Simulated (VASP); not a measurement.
Set up this calculation in VASP 6.6.1, as the native input.

```yaml
Task: single point
Functional: r2SCAN
Potentials_or_basis: VASP PAW PBE potentials, release 64 (Zn, S)
Cutoff: 520 eV
k_mesh: 8 × 8 × 8
Occupations: gaussian, width 0.01 eV
Spin: no spin polarisation
Dipole_correction: no
Further_INCAR_settings: ALGO = Normal; EDIFF = 1e-07; NBANDS = 36
```

The system is ZnS.

```
CELL_PARAMETERS angstrom
1.88728 1.08962 9.27534
-1.88728 1.08962 9.27534
0.00000 -2.17925 9.27534
ATOMIC_POSITIONS crystal
Zn 0.99999 0.99999 0.99999
Zn 0.22230 0.22230 0.22230
Zn 0.44458 0.44458 0.44458
S 0.08325 0.08325 0.08325
S 0.52782 0.52782 0.52782
S 0.30539 0.30539 0.30539
```

This cell differs from its parent crystal: strain -0.9%.

The input as run:

POSCAR

```
ZnS
1.0
    1.8872848626      1.0896244234      9.2753427243
   -1.8872848626      1.0896244234      9.2753427243
    0.0000000000     -2.1792488469      9.2753427243
Zn S
3 3
Direct
    0.9999875142      0.9999875142      0.9999875142
    0.2222958704      0.2222958704      0.2222958704
    0.4445845393      0.4445845393      0.4445845393
    0.0832499912      0.0832499912      0.0832499912
    0.5278179663      0.5278179663      0.5278179663
    0.3053901186      0.3053901186      0.3053901186
```

INCAR.step1

```
SYSTEM = ZnS
ALGO = Normal
EDIFF = 1E-4
ENCUT = 520
GGA = PE
ISMEAR = 0
LASPH = .TRUE.
LCHARG = .FALSE.
LREAL = .FALSE.
LWAVE = .TRUE.
NBANDS = 36
NELM = 100
PREC = Accurate
SIGMA = 0.01
```

INCAR.step2

```
SYSTEM = ZnS
ALGO = Normal
EDIFF = 1E-7
ENCUT = 520
ISIF = 2
ISMEAR = 0
ISTART = 1
LASPH = .TRUE.
LCHARG = .TRUE.
LELF = .TRUE.
LMIXTAU = .TRUE.
LREAL = .FALSE.
LVHAR = .TRUE.
LWAVE = .FALSE.
METAGGA = R2SCAN
NBANDS = 36
NELM = 100
PREC = Accurate
SIGMA = 0.01
```

KPOINTS

```
k-points
0
G
  8 8 8
  0 0 0
```

Potentials or basis: VASP PAW PBE potentials, release 64 (Zn, S).

Run with:

```sh
$ cat potpaw_PBE.64/Zn/POTCAR potpaw_PBE.64/S/POTCAR > POTCAR
$ cp INCAR.step1 INCAR
$ mpirun -np 1 vasp_std > vasp.out
$ cp INCAR.step2 INCAR
$ mpirun -np 1 vasp_std > vasp.out
```

Results of the run:

| Item | Value |
| --- | --- |
| Pressure | 2.2 GPa |
| Largest force | 0.005 eV/Å |
| Band gap on the k mesh | 2.89 eV |

Caveat: the cell differs from its parent crystal (strain -0.9%); the PAW data sets were made with another functional, which shifts forces and pressure a little.

Run time: 48 min on 1 thread of Intel(R) Xeon(R) 6975P-C (Granite Rapids), with other jobs on the host, peak memory 0.92 GiB.
